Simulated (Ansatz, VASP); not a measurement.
## Sb in VASP and in Ansatz

```
Sb
1.0
     2.16470    1.24979    3.82741
    -2.16470    1.24979    3.82741
     0.00000   -2.49958    3.82741
Sb
2
Direct
  0.23152 0.23152 0.23152
  0.76848 0.76848 0.76848
```

Alike in both runs: task single point; functional r2SCAN; k mesh 8 × 8 × 8; occupations fermi-dirac, width 0.02 eV; no spin polarisation.

|  | VASP | Ansatz |
| --- | --- | --- |
| version | VASP 6.6.1 | Ansatz 0.2.0 |
| potentials or method | VASP PAW PBE potentials, release 64 (Sb) | plane waves, PAW |
| plane-wave cutoff (eV) | 520 | 500 |
| valence electrons in the cell | 10 | 30 |

```csv
,VASP,Ansatz,Ansatz less VASP
pressure (GPa),0.9,0.8,-0.12
"traceless stress, the component that is largest in VASP (GPa)",-0.01,0.09,+0.092
rms of the force components (eV/Å),0.066,0.034,-0.0315
```

VASP's potentials were made for PBE, not for r2SCAN. Atom by atom the forces differ by 0.032 eV/Å (rms over components). With one functional, cell and mesh, what is left measures potentials, basis and numerics. VASP's potentials hold 10 valence electrons a cell and Ansatz's 30, so a difference there can come from the potentials and not from the codes.

Neither program's run includes spin-orbit coupling.
